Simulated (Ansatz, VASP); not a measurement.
One calculation of CsC, two programs

```
Cs C
1.0
     3.84182    0.00000    0.00000
    -1.92091    3.32711    0.00000
     0.00000    0.00000    3.74711
Cs C
1 1
Cartesian
  0.0000 0.0000 0.0000
  1.9209 1.1090 1.8736
```

Alike in both runs: task relaxation of cell and atoms; functional PBE; k mesh 6 × 6 × 4; occupations gaussian, width 0.1 eV; collinear spin.

|  | VASP | Ansatz |
| --- | --- | --- |
| version | VASP 6.6.1 | Ansatz 0.2.0 |
| potentials or method | VASP PAW PBE potentials, release 64 (Cs_sv, C), cutoff 600 eV | scalar-relativistic, plane waves, PAW |
| valence electrons in the cell | 13 | 13 |

Ansatz gave:

| Property | Result |
| --- | --- |
| gap on the k mesh at the Fermi level, each at its own relaxed structure (eV) | 0.69 |
| net moment per atom (μB) | 1.50 |
| size of the moment on the site where the two differ most (μB) | 2.41 |
| relaxed volume (Å³/atom) | 38.75 |
| relaxed length of the cell vector where the two differ most in proportion (Å) | 4.246 |

Q: What did VASP give for the same quantities?

A: gap on the k mesh at the Fermi level, each at its own relaxed structure (eV): 0.67; net moment per atom (μB): 1.50; size of the moment on the site where the two differ most (μB): 1.19; relaxed volume (Å³/atom): 38.57; relaxed length of the cell vector where the two differ most in proportion (Å): 4.228.

Site moments also hang on the region over which each program counts them.

Spin-orbit coupling is off throughout. Noted on VASP's run: the volume moved by over 15 % at a fixed basis, so the end points are rough.
